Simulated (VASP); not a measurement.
# BeS2 (Fm-3m) in VASP: a series of runs

BeS2 is run at these levels: PBE; tasks: single point, relaxation of cell and atoms.

Everything below comes from runs of VASP 6.6.1. Logs are shortened: lines on timing, memory, paths and dates and some standing lists are left out, and cuts for length are marked.

**1. The cell of the first run**

Symmetry: Fm-3m, No. 225, cubic system. The conventional cell has a = 5.686 Å, b = 5.686 Å, c = 5.686 Å, α = 90.00°, β = 90.00°, γ = 90.00°. Be (site symmetry m-3m) has 8 S at 2.46 Å within 3.3 Å. S (site symmetry -43m) has 4 Be at 2.46 Å and 6 S at 2.84 Å within 3.3 Å.

The cell was built from a structure type or drawn by symmetry, and may not be a known phase.

**2. Single point, PBE**

Input file INCAR:

```
PREC = Accurate
ENCUT = 520
EDIFF = 1E-6
ISMEAR = 0
SIGMA = 0.1
LREAL = False
LASPH = True
NELM = 60
ALGO = Normal
ISIF = 2
LWAVE = False
LCHARG = False
GGA = PE
NBANDS = 14
```

Input file KPOINTS:

```
Automatic mesh
0
Gamma
  6 6 6
```

Input file POSCAR:

```
BeS2
1.0
    0.0000000000      2.8432300275      2.8432300275
    2.8432300275      0.0000000000      2.8432300275
    2.8432300275      2.8432300275      0.0000000000
Be S
1 2
Direct
    0.0000000000      0.0000000000      0.0000000000
    0.2500000000      0.2500000000      0.2500000000
    0.7500000000      0.7500000000      0.7500000000
```

Potentials or basis: VASP PAW PBE potentials, release 64 (Be, S).

On the command line:

```sh
> cat potpaw_PBE.64/Be/POTCAR potpaw_PBE.64/S/POTCAR > POTCAR
> mpirun -np 1 vasp_std > vasp.out
```

OUTCAR:

```text
PREC = Accurate
   ENCUT = 520
   EDIFF = 1E-6
   ISMEAR = 0
   LREAL = False
   LASPH = True
   NELM = 60
   ISIF = 2
   GGA = PE

 ion  position               nearest neighbor table
   1  0.000  0.000  0.000-   3 2.46   3 2.46   3 2.46   2 2.46   3 2.46   2 2.46   2 2.46   2 2.46

   2  0.250  0.250  0.250-   1 2.46   1 2.46   1 2.46   1 2.46
   3  0.750  0.750  0.750-   1 2.46   1 2.46   1 2.46   1 2.46

  LATTYP: Found a face centered cubic cell.
 ALAT       =     5.6864600550

  Lattice vectors:

 A1 = (   0.0000000000,   2.8432300275,   2.8432300275)
 A2 = (   2.8432300275,   0.0000000000,   2.8432300275)
 A3 = (   2.8432300275,   2.8432300275,   0.0000000000)

Analysis of symmetry for initial positions (statically):
=====================================================================
 Subroutine PRICEL returns:
 Original cell was already a primitive cell.

 Routine SETGRP: Setting up the symmetry group for a
 face centered cubic supercell.

 Subroutine GETGRP returns: Found 48 space group operations
 (whereof 48 operations were pure point group operations)
 out of a pool of 48 trial point group operations.

The static configuration has the point symmetry O_h .

Analysis of symmetry for dynamics (positions and initial velocities):
=====================================================================
 Subroutine PRICEL returns:
 Original cell was already a primitive cell.

 Routine SETGRP: Setting up the symmetry group for a
 face centered cubic supercell.

 Subroutine GETGRP returns: Found 48 space group operations
 (whereof 48 operations were pure point group operations)
 out of a pool of 48 trial point group operations.

The dynamic configuration has the point symmetry O_h .

 Subroutine INISYM returns: Found 48 space group operations
 (whereof 48 operations are pure point group operations),
 and found     1 'primitive' translations

----------------------------------------------------------------------------------------

                                     Primitive cell

  volume of cell :      45.9691

  direct lattice vectors                    reciprocal lattice vectors
     0.000000000  2.843230028  2.843230028    -0.175856331  0.175856331  0.175856331
     2.843230028  0.000000000  2.843230028     0.175856331 -0.175856331  0.175856331
     2.843230028  2.843230028  0.000000000     0.175856331  0.175856331 -0.175856331

  length of vectors
     4.020934466  4.020934466  4.020934466     0.304592100  0.304592100  0.304592100

  position of ions in fractional coordinates (direct lattice)
     0.000000000  0.000000000  0.000000000
     0.250000000  0.250000000  0.250000000
     0.750000000  0.750000000  0.750000000

  ion indices of the primitive-cell ions
   primitive index   ion index
                 1           1
                 2           2
                 3           3

----------------------------------------------------------------------------------------

 KPOINTS: Automatic mesh

Automatic generation of k-mesh.
 Grid dimensions read from file:
 generate k-points for:    6    6    6

 Generating k-lattice:

  Cartesian coordinates                     Fractional coordinates (reciprocal lattice)
    -0.029309388  0.029309388  0.029309388     0.166666667  0.000000000  0.000000000
     0.029309388 -0.029309388  0.029309388     0.000000000  0.166666667  0.000000000
     0.029309388  0.029309388 -0.029309388     0.000000000  0.000000000  0.166666667

  Length of vectors
     0.050765350  0.050765350  0.050765350

  Shift w.r.t. Gamma in fractional coordinates (k-lattice)
     0.000000000  0.000000000  0.000000000

 Subroutine IBZKPT returns following result:
 ===========================================

 Found     16 irreducible k-points:

 Following reciprocal coordinates:
            Coordinates               Weight
  0.000000  0.000000  0.000000      1.000000
  0.166667  0.000000  0.000000      8.000000
  0.333333  0.000000  0.000000      8.000000
  0.500000  0.000000  0.000000      4.000000
  0.166667  0.166667  0.000000      6.000000
  0.333333  0.166667  0.000000     24.000000
[... 8 lines left out ...]
 -0.333333  0.333333  0.166667     24.000000
 -0.333333  0.500000  0.166667     12.000000
   k-points           NKPTS =     16   k-points in BZ     NKDIM =     16   number of bands    NBANDS=     14
   number of dos      NEDOS =    301   number of ions     NIONS =      3
   total plane-waves  NPLWV =  27000
   dimension x,y,z NGX =    30 NGY =   30 NGZ =   30
   dimension x,y,z NGXF=    60 NGYF=   60 NGZF=   60
   ions per type =               1   2
   NGX,Y,Z   is equivalent  to a cutoff of  12.40, 12.40, 12.40 a.u.
   NGXF,Y,Z  is equivalent  to a cutoff of  24.81, 24.81, 24.81 a.u.
 SYSTEM =  unknown system
   PREC   = accura    normal or accurate (medium, high low for compatibility)
   ISTART =      0    job   : 0-new  1-cont  2-samecut
   ICHARG =      2    charge: 1-file 2-atom 10-const
[... 32 lines left out ...]
   LHFCALC =     F    Hartree Fock is set to
   AEXX    =    0.0000 exact exchange contribution
   IVDW    =     0    specifies the selected vdW correction
   LEPSILON=     F    determine dielectric tensor
   LRPA    =     F    only Hartree local field effects (RPA)
 non-spin polarized calculation
 Gauss-broadening in eV      SIGMA  =   0.10
  energy-cutoff  :      520.00
  volume of cell :       45.97
 maximum number of plane-waves:      1258
 NGX is ok and might be reduce to    30
   NGX = 15   NGY = 15   NGZ = 15

 number of electron      14.0000003 magnetization

 Free energy of the ion-electron system (eV)
  ---------------------------------------------------
  ext. energy  EPLUGINS =         0.00000000
  ---------------------------------------------------
  free energy    TOTEN  =       -11.06309314 eV

  energy without entropy =      -11.04818129  energy(sigma->0) =      -11.05563721

 E-fermi :   6.2227     XC(G=0): -10.1424

 val. band max:        6.2032681193   @ k =  -0.3333   0.1667   0.0000
 cond. band min:       6.2502545553   @ k =  -0.1667   0.1667   0.0000
 fundamental gap:      0.0469864360
 Fermi energy:         6.2227256994

 k-point     1 :       0.0000    0.0000    0.0000
  band No.  band energies     occupation
      1      -9.5578      2.00000
      2      -3.9513      2.00000
      3       2.3285      2.00000
      4       2.3285      2.00000
      5       2.3285      2.00000
      6       5.2691      2.00000
      7       5.2691      2.00000
      8       5.2691      2.00000
      9       8.8782      0.00000
     10       8.8782      0.00000
     11       8.8782      0.00000
     12       9.9777      0.00000
     13      12.5941      0.00000
     14      12.5941      0.00000

 k-point     2 :       0.1667    0.0000    0.0000
  band No.  band energies     occupation
      1      -9.2853      2.00000
      2      -4.4793      2.00000
      3       2.1244      2.00000
      4       2.2974      2.00000
      5       2.2974      2.00000
      6       4.8211      2.00000
      7       4.8211      2.00000
      8       4.8764      2.00000
      9       9.3052      0.00000
     10       9.3052      0.00000
     11       9.3722      0.00000
     12      11.0075      0.00000
     13      13.7884      0.00000
     14      13.7884      0.00000

 k-point     3 :       0.3333    0.0000    0.0000
  band No.  band energies     occupation
      1      -8.4901      2.00000
      2      -5.7768      2.00000
      3       2.0818      2.00000
      4       2.3484      2.00000
      5       2.3484      2.00000
      6       3.9077      2.00000
      7       3.9077      2.00000
      8       3.9445      2.00000
      9      10.6290      0.00000
     10      10.7587      0.00000
     11      10.7587      0.00000
     12      13.4010      0.00000
     13      15.6072      0.00000
     14      16.1617      0.00000
[... 188 lines left out ...]
 k-point    15 :      -0.3333    0.3333    0.1667
  band No.  band energies     occupation
      1      -6.9812      2.00000
      2      -6.9768      2.00000
      3      -0.6054      2.00000
      4       0.0137      2.00000
      5       3.0877      2.00000
      6       3.1250      2.00000
      7       6.6669      0.00000
      8       7.0261      0.00000
      9       9.8333      0.00000
     10      10.6940      0.00000
     11      13.2534      0.00000
     12      13.4900      0.00000
     13      15.2026      0.00000
     14      17.2108      0.00000

 k-point    16 :      -0.3333    0.5000    0.1667
  band No.  band energies     occupation
      1      -7.2906      2.00000
      2      -6.3699      2.00000
      3      -1.2555      2.00000
      4      -0.2343      2.00000
      5       1.7215      2.00000
      6       4.8463      2.00000
      7       7.3946      0.00000
      8       7.9200      0.00000
      9       8.4115      0.00000
     10      11.5091      0.00000
     11      13.0184      0.00000
     12      13.5488      0.00000
     13      16.5000      0.00000
     14      16.6274      0.00000

------------------------ aborting loop because EDIFF is reached ----------------------------------------

  FORCE on cell =-STRESS in cart. coord.  units (eV):
  Direction    XX          YY          ZZ          XY          YZ          ZX
  --------------------------------------------------------------------------------------
  -------------------------------------------------------------------------------------
  Total       -0.0343810     -0.0343810     -0.0343810     -0.0000000     -0.0000000      0.0000000
  in kB       -1.1982938     -1.1982938     -1.1982938     -0.0000000     -0.0000000      0.0000000
  external PRESSURE =      -1.1982938 kB  Pullay stress =       0.0000000 kB

 VOLUME and BASIS-vectors are now :
 -----------------------------------------------------------------------------
  energy-cutoff  :      520.00
  volume of cell :       45.97
      direct lattice vectors                 reciprocal lattice vectors
     0.000000000  2.843230028  2.843230028    -0.175856331  0.175856331  0.175856331
     2.843230028  0.000000000  2.843230028     0.175856331 -0.175856331  0.175856331
     2.843230028  2.843230028  0.000000000     0.175856331  0.175856331 -0.175856331

 POSITION                                       TOTAL-FORCE (eV/Angst)
 -----------------------------------------------------------------------------------
      0.00000      0.00000      0.00000        -0.000000     -0.000000     -0.000000
      1.42162      1.42162      1.42162         0.000000     -0.000000     -0.000000
      4.26485      4.26485      4.26485         0.000000      0.000000      0.000000
 -----------------------------------------------------------------------------------
    total drift:                               -0.000000      0.000000      0.000000

  FREE ENERGIE OF THE ION-ELECTRON SYSTEM (eV)
  ---------------------------------------------------
  free  energy   TOTEN  =       -11.0630931409 eV

  energy  without entropy=      -11.0481812878  energy(sigma->0) =      -11.05563721
```

Run time: 11 s. Hardware: 1 thread of Intel Xeon 8259CL, shared host; peak memory 0.16 GiB.

Results:

| Quantity | Value |
| --- | --- |
| Free energy | -11.0631 eV |
| Pressure | -0.1 GPa |
| Band gap on the k mesh | zero (bands 7 and 8 overlap by 4.02 eV) |

**3. Single point, PBE**

This run uses another cell than the first one, of 17.08 Å³/atom.

Input file INCAR:

```
SYSTEM = BeS2
PREC = Accurate
ENCUT = 520
EDIFF = 1E-6
ISMEAR = 0
SIGMA = 0.1
LREAL = .False.
LASPH = .True.
NELM = 80
ALGO = Normal
ISIF = 2
LWAVE = .False.
LCHARG = .False.
GGA = PE
NBANDS = 14
```

Input file KPOINTS:

```
Automatic mesh
0
Gamma
  6 6 6
  0 0 0
```

Input file POSCAR:

```
BeS2
1.0
    0.0000000000      2.9481021200      2.9481021200
    2.9481021200      0.0000000000      2.9481021200
    2.9481021200      2.9481021200      0.0000000000
Be S
1 2
Direct
    0.0000000000      0.0000000000      0.0000000000
    0.2500000000      0.2500000000      0.2500000000
    0.7500000000      0.7500000000      0.7500000000
```

Potentials or basis: VASP PAW PBE potentials, release 64 (Be, S).

On the command line:

```sh
> cat potpaw_PBE.64/Be/POTCAR potpaw_PBE.64/S/POTCAR > POTCAR
> mpirun -np 1 vasp_std > vasp.out
```

Wall time 9.8 s (1 thread of Intel Xeon 8259CL, shared host); peak memory 0.17 GiB.

Results (log left out):

- Free energy: -10.9266 eV
- Pressure: -7.5 GPa
- Band gap on the k mesh: zero (bands 7 and 8 overlap by 3.40 eV)

Levels at points of the mesh, in eV from the Fermi level:
| k point | band 4 | band 5 | band 6 | band 7 | band 8 | band 9 | band 10 | band 11 |
| --- | --- | --- | --- | --- | --- | --- | --- | --- |
| (0.00, 0.00, 0.00) | -3.37 | -3.37 | -0.75 | -0.75 | -0.75 | 2.96 | 2.96 | 2.96 |
| (0.50, 0.00, 0.00) | -3.18 | -3.18 | -2.62 | -2.39 | -2.39 | 4.89 | 5.75 | 5.75 |
| (0.50, 0.50, 0.00) | -5.18 | -5.18 | 0.83 | 0.83 | 1.27 | 1.66 | 5.46 | 7.19 |

Caveat: the cell stands under tension.

**4. Relaxation of cell and atoms, PBE**

This run uses another cell than the first one, of 17.08 Å³/atom.

Input file INCAR:

```
SYSTEM = BeS2
ALGO = Normal
EDIFF = 1E-6
EDIFFG = -0.04
ENCUT = 600
GGA = PE
IBRION = 2
ISIF = 3
ISMEAR = 0
LASPH = .TRUE.
LCHARG = .FALSE.
LREAL = .FALSE.
LWAVE = .FALSE.
NELM = 60
NSW = 90
PREC = Accurate
SIGMA = 0.1
```

Input file KPOINTS:

```
k-points
0
G
  6 6 6
  0 0 0
```

POSCAR is that of step 3.

On the command line:

```sh
> cat potpaw_PBE.64/Be/POTCAR potpaw_PBE.64/S/POTCAR > POTCAR
> mpirun -np 1 vasp_std > vasp.out
```

Run time: 30 s. Hardware: 1 thread of Intel Xeon 8259CL, shared host; peak memory 0.2 GiB.

Results (log left out):

| Property | Result |
| --- | --- |
| Free energy | -11.0637 eV |
| Relaxed volume | 15.30 Å³/atom |
| Relaxed cell | a = 4.019 Å, b = 4.019 Å, c = 4.019 Å, α = 60.00°, β = 60.00°, γ = 60.00° |
| Space group after relaxing (to 0.1 Å) | Fm-3m (No. 225) |
| Energy gained by relaxing | 45.6 meV/atom |
| Ionic steps | 3 |
| Pressure after relaxing | 0.0 GPa |
| Band gap on the k mesh | zero (bands 7 and 8 overlap by 4.02 eV) |

Step by step:
| step | energy change (eV) | largest force (eV/Å) | pressure (GPa) | volume (Å³) |
| --- | --- | --- | --- | --- |
| 1 | 0.0000 | 0.0000 | -7.51 | 51.25 |
| 2 | -0.1358 | 0.0000 | 0.74 | 45.53 |
| 3 | -0.1367 | 0.0000 | 0.02 | 45.91 |

Final structure:
```xyz
3
Lattice="0.0000 2.8421 2.8421 2.8421 0.0000 2.8421 2.8421 2.8421 0.0000" Properties=species:S:1:pos:R:3 pbc="T T T"
Be    0.0000    0.0000    0.0000
S     1.4211    1.4211    1.4211
S     4.2632    4.2632    4.2632
```

Levels at points of the mesh, in eV from the Fermi level:
| k point | band 3 | band 4 | band 5 | band 6 | band 7 | band 8 | band 9 | band 10 | band 11 |
| --- | --- | --- | --- | --- | --- | --- | --- | --- | --- |
| (0.00, 0.00, 0.00) | -3.90 | -3.90 | -3.90 | -0.96 | -0.96 | -0.96 | 2.65 | 2.65 | 2.65 |
| (0.50, 0.00, 0.00) | -3.96 | -3.73 | -3.73 | -2.85 | -2.85 | -2.85 | 5.42 | 5.86 | 5.86 |
| (0.50, 0.50, 0.00) | -7.77 | -5.96 | -5.96 | 0.85 | 0.97 | 0.97 | 1.97 | 5.93 | 7.44 |

**5. Single point, PBE**

Input file INCAR:

```
SYSTEM = BeS2
ALGO     = Normal         ! electronic algorithm
EDIFF    = 1E-6           ! SCF threshold, eV
ENCUT    = 520            ! plane-wave cutoff, eV
GGA      = PE             ! functional
ISIF     = 2              ! what is computed and relaxed
ISMEAR   = 0              ! smearing method
LASPH    = .True.         ! aspherical terms in the spheres
LCHARG   = .False.        ! write CHGCAR
LREAL    = .False.        ! projectors in reciprocal space
LWAVE    = .False.        ! write WAVECAR
NBANDS   = 14             ! bands
NELM     = 80             ! most SCF steps
PREC     = Accurate       ! precision mode
SIGMA    = 0.1            ! smearing width, eV
```

Input file KPOINTS:

```
k-points
0
Gamma
  14 14 14
  0 0 0
```

Input file POSCAR:

```
BeS2
1.0
    0.0000000000      2.8415310489      2.8415310489
    2.8415310489      0.0000000000      2.8415310489
    2.8415310489      2.8415310489      0.0000000000
Be S
1 2
Direct
    0.0000000000      0.0000000000      0.0000000000
    0.2500000000      0.2500000000      0.2500000000
    0.7500000000      0.7500000000      0.7500000000
```

On the command line:

```sh
> cat potpaw_PBE.64/Be/POTCAR potpaw_PBE.64/S/POTCAR > POTCAR
> mpirun -np 1 vasp_std > vasp.out
```

It took 74 s on 1 thread of Intel Xeon 8259CL, shared host; peak memory 0.2 GiB.

Results (log left out):

```yaml
Free_energy: -11.0810 eV
Pressure: -0.1 GPa
Band_gap_on_the_k_mesh: zero (bands 7 and 8 overlap by 4.13 eV)
```

Levels at points of the mesh, in eV from the Fermi level:
```csv
k point,band 4,band 5,band 6,band 7,band 8,band 9,band 10,band 11
"(0.00, 0.00, 0.00)",-3.83,-3.83,-0.89,-0.89,-0.89,2.72,2.72,2.72
"(0.50, 0.00, 0.00)",-3.67,-3.67,-2.79,-2.78,-2.78,5.49,5.93,5.93
"(0.50, 0.50, 0.00)",-5.90,-5.90,0.92,1.04,1.04,2.04,6.01,7.51
```

**6. Relaxation of cell and atoms, PBE**

Input file INCAR:

```
PREC = Accurate
ENCUT = 600
EDIFF = 1E-6
ISMEAR = 0
SIGMA = 0.1
LREAL = False
LASPH = True
NELM = 60
ALGO = Normal
ISIF = 3
LWAVE = False
LCHARG = False
GGA = PE
IBRION = 2
NSW = 100
EDIFFG = -0.01
```

Input file KPOINTS:

```
Automatic mesh
0
Gamma
  14 14 14
```

Input file POSCAR:

```
BeS2
1.0
    0.0000000000      2.8432300275      2.8432300275
    2.8432300275      0.0000000000      2.8432300275
    2.8432300275      2.8432300275      0.0000000000
Be S
1 2
Direct
    0.0000000000      0.0000000000      0.0000000000
    0.2500000000      0.2500000000      0.2500000000
    0.7500000000      0.7500000000      0.7500000000
```

Potentials or basis: VASP PAW PBE potentials, release 64 (Be, S).

On the command line:

```sh
> cat potpaw_PBE.64/Be/POTCAR potpaw_PBE.64/S/POTCAR > POTCAR
> mpirun -np 1 vasp_std > vasp.out
```

Run time: 66 s. Hardware: 1 thread of Intel Xeon 8259CL, shared host; peak memory 0.21 GiB.

It converged, with:

| Quantity | Value |
| --- | --- |
| Free energy | -11.0813 eV |
| Relaxed volume | 15.28 Å³/atom |
| Relaxed cell | a = 4.017 Å, b = 4.017 Å, c = 4.017 Å, α = 60.00°, β = 60.00°, γ = 60.00° |
| Space group after relaxing (to 0.1 Å) | Fm-3m (No. 225) |
| Energy gained by relaxing | 0.0 meV/atom |
| Ionic steps | 2 |
| Pressure after relaxing | 0.0 GPa |
| Band gap on the k mesh | zero (bands 7 and 8 overlap by 4.14 eV) |

Final structure:
```yaml
crystal:
  lattice:
    - [0.00000, 2.84054, 2.84054]
    - [2.84054, 0.00000, 2.84054]
    - [2.84054, 2.84054, 0.00000]
  atoms:
    - { symbol: Be, position: [0.00000, 0.00000, 0.00000] }
    - { symbol: S, position: [0.25000, 0.25000, 0.25000] }
    - { symbol: S, position: [0.75000, 0.75000, 0.75000] }
```

Levels at points of the mesh, in eV from the Fermi level:
```csv
k point,band 5,band 6,band 7,band 8,band 9,band 10
"(0.00, 0.00, 0.00)",-3.84,-0.89,-0.89,-0.89,2.72,2.72
"(0.50, 0.00, 0.00)",-3.67,-2.79,-2.79,-2.79,5.49,5.93
"(0.50, 0.50, 0.00)",-5.91,0.91,1.04,1.04,2.04,6.01
```

**7. Summary**

```csv
task,cell,k mesh,cutoff (eV),gap on the mesh (eV),pressure (GPa),relaxed volume (Å³/atom)
single point,"a = 4.021 Å, angles 60.0°, 3 atoms",6 × 6 × 6,520,none,-0.1,-
single point,"a = 4.169 Å, angles 60.0°, 3 atoms",6 × 6 × 6,520,none,-7.5,-
relaxation of cell and atoms,"relaxed from a = 4.169 Å, angles 60.0°, 3 atoms",6 × 6 × 6,600,none,0.0,15.30
single point,"a = 4.019 Å, angles 60.0°, 3 atoms",14 × 14 × 14,520,none,-0.1,-
relaxation of cell and atoms,"relaxed from a = 4.021 Å, angles 60.0°, 3 atoms",14 × 14 × 14,600,none,0.0,15.28
```

Alike in all rows: level PBE; potentials or basis VASP PAW PBE potentials, release 64 (Be, S); no spin polarisation; smearing gaussian 0.1 eV.

Caveats: the cell stands under tension (at least some runs).

Total energies depend on the potentials used, so only differences within one code and one set of settings carry meaning.
